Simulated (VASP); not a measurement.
# B3As5 (I-43m) in VASP: single point with PBE

Aim: the single point of B3As5 with PBE.

Everything below comes from runs of VASP 6.6.1. Logs are shortened: lines on timing, memory, paths and dates and some standing lists are left out, and cuts for length are marked.

## 1. The cell of the first run

Symmetry: I-43m, No. 217, cubic system. The conventional cell has a = 6.214 Å, b = 6.214 Å, c = 6.214 Å, α = 90.00°, β = 90.00°, γ = 90.00°. Within 3.5 Å of B (site symmetry -42m) lie 10 As at 2.63 to 3.11 Å and 4 B at 3.11 Å. Within 3.3 Å of As (site symmetry 3m) lie 8 As at 2.50 to 3.12 Å and 6 B at 2.63 to 2.76 Å. As (site symmetry -43m) has 8 As at 2.50 to 2.88 Å and 6 B at 3.11 Å within 3.3 Å.

## 2. Single point, PBE

INCAR

```
  PREC = Accurate
  ENCUT = 500
  EDIFF = 1E-6
  ISMEAR = 0
  SIGMA = 0.2
  LREAL = False
  LASPH = True
  NELM = 120
  ALGO = Normal
  ISIF = 2
  LWAVE = False
  LCHARG = False
  GGA = PE
  NBANDS = 27
  GGA_COMPAT = False
```

KPOINTS

```
Automatic mesh
0
Gamma
  4 4 4
```

POSCAR

```
B3As5
1.0
   -3.1071853948      3.1071853948      3.1071853948
    3.1071853948     -3.1071853948      3.1071853948
    3.1071853948      3.1071853948     -3.1071853948
B As
3 5
Direct
    0.0000000000      0.5000000000      0.5000000000
    0.5000000000      0.0000000000      0.5000000000
    0.5000000000      0.5000000000      0.0000000000
    0.4647753220      0.4647753220      0.4647753220
    0.0000000000      0.0000000000      0.5352246780
    0.0000000000      0.5352246780      0.0000000000
    0.5352246780      0.0000000000      0.0000000000
    0.0000000000      0.0000000000      0.0000000000
```

Potentials or basis: VASP PAW PBE potentials, release 64 (B, As).

On the command line:

```console
> cat potpaw_PBE.64/B/POTCAR potpaw_PBE.64/As/POTCAR > POTCAR
> mpirun -np 1 vasp_std > vasp.out
```

OUTCAR:

```text
PREC = Accurate
   ENCUT = 500
   EDIFF = 1E-6
   ISMEAR = 0
   LREAL = False
   LASPH = True
   NELM = 120
   ISIF = 2
   GGA = PE

 ion  position               nearest neighbor table
   1  0.000  0.500  0.500-
   2  0.500  0.000  0.500-
   3  0.500  0.500  0.000-
   4  0.465  0.465  0.465-   8 2.50   8 2.88
   5  0.000  0.000  0.535-   8 2.50   8 2.88
   6  0.000  0.535  0.000-   8 2.50   8 2.88
   7  0.535  0.000  0.000-   8 2.50   8 2.88
   8  0.000  0.000  0.000-   4 2.50   5 2.50   6 2.50   7 2.50   6 2.88   5 2.88   7 2.88   4 2.88

  LATTYP: Found a body centered cubic cell.
 ALAT       =     6.2143707896

  Lattice vectors:

 A1 = (  -3.1071853948,   3.1071853948,   3.1071853948)
 A2 = (   3.1071853948,  -3.1071853948,   3.1071853948)
 A3 = (   3.1071853948,   3.1071853948,  -3.1071853948)

Analysis of symmetry for initial positions (statically):
=====================================================================
 Subroutine PRICEL returns:
 Original cell was already a primitive cell.

 Routine SETGRP: Setting up the symmetry group for a
 body centered cubic supercell.

 Subroutine GETGRP returns: Found 24 space group operations
 (whereof 24 operations were pure point group operations)
 out of a pool of 48 trial point group operations.

The static configuration has the point symmetry T_d .

Analysis of symmetry for dynamics (positions and initial velocities):
=====================================================================
 Subroutine PRICEL returns:
 Original cell was already a primitive cell.

 Routine SETGRP: Setting up the symmetry group for a
 body centered cubic supercell.

 Subroutine GETGRP returns: Found 24 space group operations
 (whereof 24 operations were pure point group operations)
 out of a pool of 48 trial point group operations.

The dynamic configuration has the point symmetry T_d .

 Subroutine INISYM returns: Found 24 space group operations
 (whereof 24 operations are pure point group operations),
 and found     1 'primitive' translations

----------------------------------------------------------------------------------------

                                     Primitive cell

  volume of cell :     119.9945

  direct lattice vectors                    reciprocal lattice vectors
    -3.107185395  3.107185395  3.107185395     0.000000000  0.160917337  0.160917337
     3.107185395 -3.107185395  3.107185395     0.160917337  0.000000000  0.160917337
     3.107185395  3.107185395 -3.107185395     0.160917337  0.160917337  0.000000000

  length of vectors
     5.381802972  5.381802972  5.381802972     0.227571481  0.227571481  0.227571481

  position of ions in fractional coordinates (direct lattice)
     0.000000000  0.500000000  0.500000000
     0.500000000  0.000000000  0.500000000
     0.500000000  0.500000000  0.000000000
     0.464775322  0.464775322  0.464775322
     0.000000000  0.000000000  0.535224678
     0.000000000  0.535224678  0.000000000
     0.535224678  0.000000000  0.000000000
     0.000000000  0.000000000  0.000000000

  ion indices of the primitive-cell ions
   primitive index   ion index
                 1           1
                 2           2
                 3           3
                 4           4
                 5           5
                 6           6
                 7           7
                 8           8

----------------------------------------------------------------------------------------

 KPOINTS: Automatic mesh

Automatic generation of k-mesh.
 Grid dimensions read from file:
 generate k-points for:    4    4    4

 Generating k-lattice:

  Cartesian coordinates                     Fractional coordinates (reciprocal lattice)
     0.000000000  0.040229334  0.040229334     0.250000000  0.000000000  0.000000000
     0.040229334  0.000000000  0.040229334     0.000000000  0.250000000  0.000000000
     0.040229334  0.040229334  0.000000000     0.000000000  0.000000000  0.250000000

  Length of vectors
     0.056892870  0.056892870  0.056892870

  Shift w.r.t. Gamma in fractional coordinates (k-lattice)
     0.000000000  0.000000000  0.000000000

 Subroutine IBZKPT returns following result:
 ===========================================

 Found      8 irreducible k-points:

 Following reciprocal coordinates:
            Coordinates               Weight
  0.000000  0.000000  0.000000      1.000000
  0.250000  0.000000  0.000000     12.000000
  0.500000  0.000000  0.000000      6.000000
  0.250000  0.250000  0.000000     24.000000
  0.250000  0.250000  0.250000      2.000000
 -0.250000  0.250000  0.250000      6.000000
  0.500000  0.500000  0.250000     12.000000
  0.500000  0.500000  0.500000      1.000000
   k-points           NKPTS =      8   k-points in BZ     NKDIM =      8   number of bands    NBANDS=     27
   number of dos      NEDOS =    301   number of ions     NIONS =      8
   total plane-waves  NPLWV =  64000
   dimension x,y,z NGX =    40 NGY =   40 NGZ =   40
   dimension x,y,z NGXF=    80 NGYF=   80 NGZF=   80
   ions per type =               3   5
   NGX,Y,Z   is equivalent  to a cutoff of  12.36, 12.36, 12.36 a.u.
   NGXF,Y,Z  is equivalent  to a cutoff of  24.71, 24.71, 24.71 a.u.
 SYSTEM =  unknown system
   PREC   = accura    normal or accurate (medium, high low for compatibility)
   ISTART =      0    job   : 0-new  1-cont  2-samecut
   ICHARG =      2    charge: 1-file 2-atom 10-const
   ISPIN  =      1    spin polarized calculation?
   LNONCOLLINEAR =      F non collinear calculations
   LSORBIT =      F    spin-orbit coupling
   LASPH  =      T    aspherical Exc in radial PAW
   ENCUT  =  500.0 eV  36.75 Ry    6.06 a.u.   9.81  9.81  9.81*2*pi/ulx,y,z
   NELM   =    120;   NELMIN=  2; NELMDL= -5     # of ELM steps
   EDIFF  = 0.1E-05   stopping-criterion for ELM
   LREAL  =      F    real-space projection
   EDIFFG = 0.1E-04   stopping-criterion for IOM
   NSW    =      0    number of steps for IOM
   IBRION =     -1    ionic relax: 0-MD 1-quasi-New 2-CG
   NFREE  =      0    steps in history (QN), initial steepest desc. (CG)
   ISIF   =      2    stress and relaxation
   ISYM   =      2    0-nonsym 1-usesym 2-fastsym
   POTIM  = 0.5000    time-step for ionic-motion
   TEBEG  =    0.0;   TEEND  =   0.0 temperature during run
   PSTRESS=    0.0 pullay stress
   NELECT =      34.0000    total number of electrons
   NUPDOWN=      -1.0000    fix difference up-down
   EMIN   =  10.00;   EMAX   =-10.00  energy-range for DOS
   EFERMI =   0.00;   METHOD = LEGACY
   ISMEAR =     0;   SIGMA  =   0.20  broadening in eV -4-tet -1-fermi 0-gaus
   EFERMI_NEDOS =   21; number of points for ismear=-14 and -15
   IALGO  =     38    algorithm
   IMIX   =      4    mixing-type and parameters
     AMIX     =   0.40;   BMIX     =  1.00
     AMIX_MAG =   1.60;   BMIX_MAG =  1.00
  volume/ion in A,a.u.               =      15.00       101.22
  Fermi-wavevector in a.u.,A,eV,Ry     =   1.075261  2.031949 15.730874  1.156187
  Thomas-Fermi vector in A             =   2.211113
   LORBIT       =      0    0 simple, 1 ext, 2 COOP (PROOUT), +10 PAW based schemes
   GGA     = PE    functional components
   LHFCALC =     F    Hartree Fock is set to
   AEXX    =    0.0000 exact exchange contribution
   IVDW    =     0    specifies the selected vdW correction
   LEPSILON=     F    determine dielectric tensor
   LRPA    =     F    only Hartree local field effects (RPA)
 non-spin polarized calculation
 Gauss-broadening in eV      SIGMA  =   0.20
  energy-cutoff  :      500.00
  volume of cell :      119.99
 maximum number of plane-waves:      3063
   NGX = 19   NGY = 19   NGZ = 19

 number of electron      33.9999995 magnetization

 Free energy of the ion-electron system (eV)
  ---------------------------------------------------
  ext. energy  EPLUGINS =         0.00000000
  ---------------------------------------------------
  free energy    TOTEN  =       -32.65714723 eV

  energy without entropy =      -32.59357034  energy(sigma->0) =      -32.62535879

 E-fermi :   6.4063     XC(G=0): -10.9795

 val. band max:        6.2717008943   @ k =   0.5000   0.5000   0.2500
 cond. band min:       6.4682152504   @ k =   0.5000   0.0000   0.0000
 fundamental gap:      0.1965143561
 Fermi energy:         6.4062643064

 k-point     1 :       0.0000    0.0000    0.0000
  band No.  band energies     occupation
      1      -9.0702      2.00000
      2      -3.7415      2.00000
      3      -3.7415      2.00000
      4      -3.7415      2.00000
      5      -3.0271      2.00000
      6      -0.5898      2.00000
[... 19 lines left out ...]
     26      12.3293      0.00000
     27      12.3308      0.00000

 k-point     2 :       0.2500    0.0000    0.0000
  band No.  band energies     occupation
      1      -8.6754      2.00000
      2      -5.1657      2.00000
      3      -4.2888      2.00000
      4      -4.0143      2.00000
      5      -3.1183      2.00000
      6      -1.0200      2.00000
[... 19 lines left out ...]
     26      11.3374      0.00000
     27      11.5817      0.00000

 k-point     3 :       0.5000    0.0000    0.0000
  band No.  band energies     occupation
      1      -7.9200      2.00000
      2      -6.6126      2.00000
      3      -4.6212      2.00000
      4      -4.2376      2.00000
      5      -3.1959      2.00000
      6      -1.3435      2.00000
[... 19 lines left out ...]
     26      11.0213      0.00000
     27      11.2739      0.00000

 k-point     4 :       0.2500    0.2500    0.0000
  band No.  band energies     occupation
      1      -7.9974      2.00000
      2      -6.0512      2.00000
      3      -5.5152      2.00000
      4      -4.2728      2.00000
      5      -2.7915      2.00000
      6      -0.5751      2.00000
[... 19 lines left out ...]
     26      10.8242      0.00000
     27      11.1910      0.00000

 k-point     5 :       0.2500    0.2500    0.2500
  band No.  band energies     occupation
      1      -7.6594      2.00000
      2      -5.7853      2.00000
      3      -5.7853      2.00000
      4      -5.7853      2.00000
      5      -1.8226      2.00000
      6       0.8405      2.00000
[... 19 lines left out ...]
     26       9.9573      0.00000
     27      10.1026      0.00000

 k-point     6 :      -0.2500    0.2500    0.2500
  band No.  band energies     occupation
      1      -8.2863      2.00000
      2      -5.1555      2.00000
      3      -5.1555      2.00000
      4      -4.7735      2.00000
      5      -2.6515      2.00000
      6      -1.6856      2.00000
[... 19 lines left out ...]
     26      11.1960      0.00000
     27      11.1963      0.00000

 k-point     7 :       0.5000    0.5000    0.2500
  band No.  band energies     occupation
      1      -7.5378      2.00000
      2      -6.3355      2.00000
      3      -5.5507      2.00000
      4      -4.7586      2.00000
      5      -2.3994      2.00000
      6      -1.7560      2.00000
[... 19 lines left out ...]
     26       9.4823      0.00000
     27      10.4376      0.00000

 k-point     8 :       0.5000    0.5000    0.5000
  band No.  band energies     occupation
      1      -6.7427      2.00000
      2      -5.9619      2.00000
      3      -5.9619      2.00000
      4      -5.9619      2.00000
      5      -2.5483      2.00000
      6      -2.5483      2.00000
[... 19 lines left out ...]
     26       9.0169      0.00000
     27       9.0169      0.00000

------------------------ aborting loop because EDIFF is reached ----------------------------------------

  FORCE on cell =-STRESS in cart. coord.  units (eV):
  Direction    XX          YY          ZZ          XY          YZ          ZX
  --------------------------------------------------------------------------------------
  -------------------------------------------------------------------------------------
  Total        0.1237920      0.1237920      0.1237920     -0.0000000      0.0000000     -0.0000000
  in kB        1.6528816      1.6528816      1.6528816     -0.0000000      0.0000000     -0.0000000
  external PRESSURE =       1.6528816 kB  Pullay stress =       0.0000000 kB

 VOLUME and BASIS-vectors are now :
 -----------------------------------------------------------------------------
  energy-cutoff  :      500.00
  volume of cell :      119.99
      direct lattice vectors                 reciprocal lattice vectors
    -3.107185395  3.107185395  3.107185395     0.000000000  0.160917337  0.160917337
     3.107185395 -3.107185395  3.107185395     0.160917337  0.000000000  0.160917337
     3.107185395  3.107185395 -3.107185395     0.160917337  0.160917337  0.000000000

 POSITION                                       TOTAL-FORCE (eV/Angst)
 -----------------------------------------------------------------------------------
      3.10719      0.00000      0.00000        -0.000000      0.000000     -0.000000
      0.00000      3.10719      0.00000        -0.000000     -0.000000     -0.000000
      0.00000      0.00000      3.10719        -0.000000      0.000000     -0.000000
      1.44414      1.44414      1.44414         0.012630      0.012630      0.012630
      1.66304      1.66304     -1.66304        -0.012630     -0.012630      0.012630
      1.66304     -1.66304      1.66304        -0.012630      0.012630     -0.012630
     -1.66304      1.66304      1.66304         0.012630     -0.012630     -0.012630
      0.00000      0.00000      0.00000        -0.000000      0.000000     -0.000000
 -----------------------------------------------------------------------------------
    total drift:                               -0.000000     -0.000000     -0.000000

  FREE ENERGIE OF THE ION-ELECTRON SYSTEM (eV)
  ---------------------------------------------------
  free  energy   TOTEN  =       -32.6571472255 eV

  energy  without entropy=      -32.5935703446  energy(sigma->0) =      -32.62535879
```

It took 18 s on 1 thread of Intel Xeon Platinum 8488C (Sapphire Rapids), shared host; peak memory 0.23 GiB.

Results:

* Free energy: -32.6571 eV
* Pressure: 0.2 GPa
* Largest force: 0.022 eV/Å
* Band gap on the k mesh: zero (band 17 reaches 7.88 eV, above the bottom of band 18 at 5.98 eV)

Forces in eV/Å, atoms in the order of the input:
```
B    0.000  0.000  0.000
B    0.000  0.000  0.000
B    0.000  0.000  0.000
As   0.013  0.013  0.013
As  -0.013 -0.013  0.013
As  -0.013  0.013 -0.013
As   0.013 -0.013 -0.013
As   0.000  0.000  0.000
```

Levels at points of the mesh, in eV from the Fermi level:
```tsv
k point	band 14	band 15	band 16	band 17	band 18	band 19
(0.00, 0.00, 0.00)	-2.10	-1.17	-1.17	-1.17	3.32	3.32
(0.50, 0.00, 0.00)	-1.97	-1.63	-1.09	-0.95	0.06	0.34
(0.50, 0.50, 0.50)	-2.52	1.47	1.47	1.47	1.99	1.99
```
